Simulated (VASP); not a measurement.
# SiSn2 in VASP: single point with PBE

Aim: the single point of SiSn2 with PBE.

Program: VASP 6.6.1. These are calculated values, not measurements. Logs are shortened: lines on timing, memory, paths and dates and some standing lists are left out, and cuts for length are marked.

### Step 1. The cell of the first run

The typed cell holds 6 atoms: a = 5.406 Å, b = 5.406 Å, c = 7.040 Å, α = 90.00°, β = 90.00°, γ = 60.00°.

### Step 2. Single point, PBE

INCAR

```
SYSTEM = SiSn2
PREC = Accurate ; ENCUT = 520
EDIFF = 1E-6 ; ISMEAR = -1
SIGMA = 0.1 ; LREAL = .False.
LASPH = .True. ; NELM = 80
ALGO = Normal ; ISIF = 2
LWAVE = .False. ; LCHARG = .False.
GGA = PE ; NBANDS = 41
```

KPOINTS

```
Automatic mesh
0
Gamma
  7 7 5
  0 0 0
```

POSCAR

```
SiSn2
1.0
    2.7030320000      4.6817870000      0.0000000000
   -2.7030320000      4.6817870000      0.0000000000
    0.0000000000      0.0000000000      7.0395660000
Si Sn
2 4
Direct
    0.3333000000      0.3334000000      0.2760000000
    0.6666000000      0.6667000000      0.7760000000
    0.0000000000      0.0000000000      0.0280000000
    0.0000000000      0.0000000000      0.5280000000
    0.3333000000      0.3334000000      0.7960000000
    0.6666000000      0.6667000000      0.2960000000
```

Potentials or basis: VASP PAW PBE potentials, release 64 (Si, Sn_d).

Run with:

```bash
$ cat potpaw_PBE.64/Si/POTCAR potpaw_PBE.64/Sn_d/POTCAR > POTCAR
$ mpirun -np 1 vasp_std > vasp.out
```

OUTCAR:

```text
SYSTEM = SiSn2
   PREC = Accurate
   ENCUT = 520
   EDIFF = 1E-6
   ISMEAR = -1
   LREAL = .False.
   LASPH = .True.
   NELM = 80
   ISIF = 2
   GGA = PE

 ion  position               nearest neighbor table
   1  0.333  0.333  0.276-   6 3.12   6 3.12   6 3.12   5 3.38
   2  0.667  0.667  0.776-   5 3.12   5 3.12   5 3.12   6 3.38
   3  0.000  0.000  0.028-   4 3.52   4 3.52   5 3.52   5 3.52   5 3.52   6 3.65   6 3.65   6 3.65

   4  0.000  0.000  0.528-   3 3.52   3 3.52   6 3.52   6 3.52   6 3.52   5 3.65   5 3.65   5 3.65

   5  0.333  0.333  0.796-   2 3.12   2 3.12   2 3.12   1 3.38   3 3.52   3 3.52   3 3.52   4 3.65
                             4 3.65   4 3.65
   6  0.667  0.667  0.296-   1 3.12   1 3.12   1 3.12   2 3.38   4 3.52   4 3.52   4 3.52   3 3.65
                             3 3.65   3 3.65

  LATTYP: Found a hexagonal cell.
 ALAT       =     5.4060624771
 C/A-ratio  =     1.3021614215

  Lattice vectors:

 A1 = (   2.7030320000,  -4.6817870000,   0.0000000000)
 A2 = (   2.7030320000,   4.6817870000,   0.0000000000)
 A3 = (   0.0000000000,   0.0000000000,   7.0395660000)

Analysis of symmetry for initial positions (statically):
=====================================================================
 Subroutine PRICEL returns:
 Original cell was already a primitive cell.

 Routine SETGRP: Setting up the symmetry group for a
 hexagonal supercell.

 Subroutine GETGRP returns: Found  2 space group operations
 (whereof  1 operations were pure point group operations)
 out of a pool of 24 trial point group operations.

The static configuration has the point symmetry C_1 .
 The point group associated with its full space group is C_1h.

Analysis of symmetry for dynamics (positions and initial velocities):
=====================================================================
 Subroutine PRICEL returns:
 Original cell was already a primitive cell.

 Routine SETGRP: Setting up the symmetry group for a
 hexagonal supercell.

 Subroutine GETGRP returns: Found  2 space group operations
 (whereof  1 operations were pure point group operations)
 out of a pool of 24 trial point group operations.

The dynamic configuration has the point symmetry C_1 .
 The point group associated with its full space group is C_1h.

 Subroutine INISYM returns: Found  2 space group operations
 (whereof  1 operations are pure point group operations),
 and found     1 'primitive' translations

----------------------------------------------------------------------------------------

                                     Primitive cell

  volume of cell :     178.1717

  direct lattice vectors                    reciprocal lattice vectors
     2.703032000  4.681787000  0.000000000     0.184977462  0.106796828  0.000000000
    -2.703032000  4.681787000  0.000000000    -0.184977462  0.106796828  0.000000000
     0.000000000  0.000000000  7.039566000     0.000000000  0.000000000  0.142054212

  length of vectors
     5.406062477  5.406062477  7.039566000     0.213593595  0.213593595  0.142054212

  position of ions in fractional coordinates (direct lattice)
     0.333300000  0.333400000  0.276000000
     0.666600000  0.666700000  0.776000000
     0.000000000  0.000000000  0.028000000
     0.000000000  0.000000000  0.528000000
     0.333300000  0.333400000  0.796000000
     0.666600000  0.666700000  0.296000000

  ion indices of the primitive-cell ions
   primitive index   ion index
                 1           1
                 2           2
                 3           3
                 4           4
                 5           5
                 6           6

----------------------------------------------------------------------------------------

 KPOINTS: Automatic mesh

Automatic generation of k-mesh.
 Grid dimensions read from file:
 generate k-points for:    7    7    5

 Generating k-lattice:

  Cartesian coordinates                     Fractional coordinates (reciprocal lattice)
     0.026425352  0.015256690  0.000000000     0.142857143  0.000000000  0.000000000
    -0.026425352  0.015256690  0.000000000     0.000000000  0.142857143  0.000000000
     0.000000000  0.000000000  0.028410842     0.000000000  0.000000000  0.200000000

  Length of vectors
     0.030513371  0.030513371  0.028410842

  Shift w.r.t. Gamma in fractional coordinates (k-lattice)
     0.000000000  0.000000000  0.000000000

 Subroutine IBZKPT returns following result:
 ===========================================

 Found     72 irreducible k-points:

 Following reciprocal coordinates:
            Coordinates               Weight
  0.000000  0.000000  0.000000      1.000000
  0.142857  0.000000  0.000000      4.000000
  0.142857  0.142857  0.000000      2.000000
  0.285714  0.000000  0.000000      4.000000
  0.285714  0.285714  0.000000      2.000000
  0.428571  0.000000  0.000000      4.000000
[... 16 lines left out ...]
  0.000000  0.285714  0.200000      4.000000
  0.428571  0.000000  0.200000      4.000000
 [... further k-points ...]
   k-points           NKPTS =     72   k-points in BZ     NKDIM =     72   number of bands    NBANDS=     41
   number of dos      NEDOS =    301   number of ions     NIONS =      6
   total plane-waves  NPLWV =  86400
   dimension x,y,z NGX =    40 NGY =   40 NGZ =   54
   dimension x,y,z NGXF=    80 NGYF=   80 NGZF=  108
   ions per type =               2   4
   NGX,Y,Z   is equivalent  to a cutoff of  12.30, 12.30, 12.75 a.u.
   NGXF,Y,Z  is equivalent  to a cutoff of  24.60, 24.60, 25.51 a.u.
 SYSTEM =  SiSn2
   PREC   = accura    normal or accurate (medium, high low for compatibility)
   ISTART =      0    job   : 0-new  1-cont  2-samecut
   ICHARG =      2    charge: 1-file 2-atom 10-const
   ISPIN  =      1    spin polarized calculation?
   LNONCOLLINEAR =      F non collinear calculations
   LSORBIT =      F    spin-orbit coupling
   LASPH  =      T    aspherical Exc in radial PAW
   ENCUT  =  520.0 eV  38.22 Ry    6.18 a.u.  10.05 10.05 13.09*2*pi/ulx,y,z
   NELM   =     80;   NELMIN=  2; NELMDL= -5     # of ELM steps
   EDIFF  = 0.1E-05   stopping-criterion for ELM
   LREAL  =      F    real-space projection
   EDIFFG = 0.1E-04   stopping-criterion for IOM
   NSW    =      0    number of steps for IOM
   IBRION =     -1    ionic relax: 0-MD 1-quasi-New 2-CG
   NFREE  =      0    steps in history (QN), initial steepest desc. (CG)
   ISIF   =      2    stress and relaxation
   ISYM   =      2    0-nonsym 1-usesym 2-fastsym
   POTIM  = 0.5000    time-step for ionic-motion
   TEBEG  =    0.0;   TEEND  =   0.0 temperature during run
   PSTRESS=    0.0 pullay stress
   NELECT =      64.0000    total number of electrons
   NUPDOWN=      -1.0000    fix difference up-down
   EMIN   =  10.00;   EMAX   =-10.00  energy-range for DOS
   EFERMI =   0.00;   METHOD = LEGACY
   ISMEAR =    -1;   SIGMA  =   0.10  broadening in eV -4-tet -1-fermi 0-gaus
   EFERMI_NEDOS =   21; number of points for ismear=-14 and -15
   IALGO  =     38    algorithm
   IMIX   =      4    mixing-type and parameters
     AMIX     =   0.40;   BMIX     =  1.00
     AMIX_MAG =   1.60;   BMIX_MAG =  1.00
  volume/ion in A,a.u.               =      29.70       200.39
  Fermi-wavevector in a.u.,A,eV,Ry     =   1.163738  2.199146 18.426184  1.354286
  Thomas-Fermi vector in A             =   2.300284
   LORBIT       =      0    0 simple, 1 ext, 2 COOP (PROOUT), +10 PAW based schemes
   GGA     = PE    functional components
   LHFCALC =     F    Hartree Fock is set to
   AEXX    =    0.0000 exact exchange contribution
   IVDW    =     0    specifies the selected vdW correction
   LEPSILON=     F    determine dielectric tensor
   LRPA    =     F    only Hartree local field effects (RPA)
 non-spin polarized calculation
  energy-cutoff  :      520.00
  volume of cell :      178.17
 maximum number of plane-waves:      4815
   NGX = 21   NGY = 21   NGZ = 27

 number of electron      63.9999984 magnetization

 Free energy of the ion-electron system (eV)
  ---------------------------------------------------
  ext. energy  EPLUGINS =         0.00000000
  ---------------------------------------------------
  free energy    TOTEN  =       -23.23730441 eV

  energy without entropy =      -23.12408893  energy(sigma->0) =      -23.18069667

 E-fermi :   5.6725     XC(G=0):  -9.4530

 val. band max:        5.6723001929   @ k =   0.2857   0.1429   0.0000
 cond. band min:       5.6725908836   @ k =  -0.1429   0.1429   0.0000
 fundamental gap:      0.0002906907
 Fermi energy:         5.6724858830

 k-point     1 :       0.0000    0.0000    0.0000
  band No.  band energies     occupation
      1     -15.9953      2.00000
      2     -15.9730      2.00000
      3     -15.9730      2.00000
      4     -15.9679      2.00000
      5     -15.9679      2.00000
      6     -15.9618      2.00000
[... 33 lines left out ...]
     40       7.4932      0.00000
     41       9.7977      0.00000

 k-point     2 :       0.1429    0.0000    0.0000
  band No.  band energies     occupation
      1     -15.9951      2.00000
      2     -15.9728      2.00000
      3     -15.9723      2.00000
      4     -15.9672      2.00000
      5     -15.9665      2.00000
      6     -15.9621      2.00000
[... 33 lines left out ...]
     40       8.2429      0.00000
     41      10.2073      0.00000

 k-point     3 :       0.1429    0.1429    0.0000
  band No.  band energies     occupation
      1     -15.9951      2.00000
      2     -15.9728      2.00000
      3     -15.9723      2.00000
      4     -15.9672      2.00000
      5     -15.9665      2.00000
      6     -15.9621      2.00000
[... 875 lines left out ...]
      2     -15.9709      2.00000
      3     -15.9688      2.00000
      4     -15.9658      2.00000
      5     -15.9638      2.00000
      6     -15.9612      2.00000
[... 33 lines left out ...]
     40       8.9934      0.00000
     41       9.7713      0.00000

 k-point    24 :       0.4286    0.0000    0.2000
  band No.  band energies     occupation
      1     -15.9856      2.00000
      2     -15.9710      2.00000
      3     -15.9678      2.00000
      4     -15.9647      2.00000
      5     -15.9617      2.00000
      6     -15.9611      2.00000
[... 33 lines left out ...]
     40       9.3748      0.00000
     41       9.7675      0.00000

 [... further k-points ...]

------------------------ aborting loop because EDIFF is reached ----------------------------------------

  FORCE on cell =-STRESS in cart. coord.  units (eV):
  Direction    XX          YY          ZZ          XY          YZ          ZX
  --------------------------------------------------------------------------------------
  -------------------------------------------------------------------------------------
  Total       -8.4192578     -8.4188546     -7.9127363      0.0000000      0.0000000     -0.0000823
  in kB      -75.7086797    -75.7050538    -71.1538745      0.0000000      0.0000000     -0.0007403
  external PRESSURE =     -74.1892027 kB  Pullay stress =       0.0000000 kB

 VOLUME and BASIS-vectors are now :
 -----------------------------------------------------------------------------
  energy-cutoff  :      520.00
  volume of cell :      178.17
      direct lattice vectors                 reciprocal lattice vectors
     2.703032000  4.681787000  0.000000000     0.184977462  0.106796828  0.000000000
    -2.703032000  4.681787000  0.000000000    -0.184977462  0.106796828  0.000000000
     0.000000000  0.000000000  7.039566000     0.000000000  0.000000000  0.142054212

 POSITION                                       TOTAL-FORCE (eV/Angst)
 -----------------------------------------------------------------------------------
     -0.00027      3.12135      1.94292        -0.000150     -0.000163     -0.216678
     -0.00027      6.24223      5.46270        -0.000150      0.000163     -0.216678
      0.00000      0.00000      0.19711         0.000034     -0.000005      0.020299
      0.00000      0.00000      3.71689         0.000034      0.000005      0.020299
     -0.00027      3.12135      5.60349         0.000116     -0.000313      0.196378
     -0.00027      6.24223      2.08371         0.000116      0.000313      0.196378
 -----------------------------------------------------------------------------------
    total drift:                                0.000016     -0.000000      0.000186

  FREE ENERGIE OF THE ION-ELECTRON SYSTEM (eV)
  ---------------------------------------------------
  free  energy   TOTEN  =       -23.2373044060 eV

  energy  without entropy=      -23.1240889297  energy(sigma->0) =      -23.18069667
```

Run time: 3.8 min. Hardware: 1 thread of Intel Xeon 6975P-C (Granite Rapids), shared host; peak memory 0.54 GiB.

Results:

```
Free energy            : -23.2373 eV
Pressure               : -7.4 GPa
Largest force          : 0.217 eV/Å
Band gap on the k mesh : zero (bands 32 and 33 overlap by 1.76 eV)
```

Forces on the atoms (eV/Å):
```
Si   0.000  0.000 -0.217
Si   0.000  0.000 -0.217
Sn   0.000  0.000  0.020
Sn   0.000  0.000  0.020
Sn   0.000  0.000  0.196
Sn   0.000  0.000  0.196
```

Levels at points of the mesh, in eV from the Fermi level:
```csv
k point,band 28,band 29,band 30,band 31,band 32,band 33,band 34,band 35,band 36,band 37
"(0.00, 0.00, 0.00)",-2.00,-1.79,-1.78,-1.10,-0.72,-0.71,-0.60,0.10,0.92,0.92
```

Caveat: the cell stands under tension; spin-orbit coupling is left out, which moves the levels of the heavy elements.
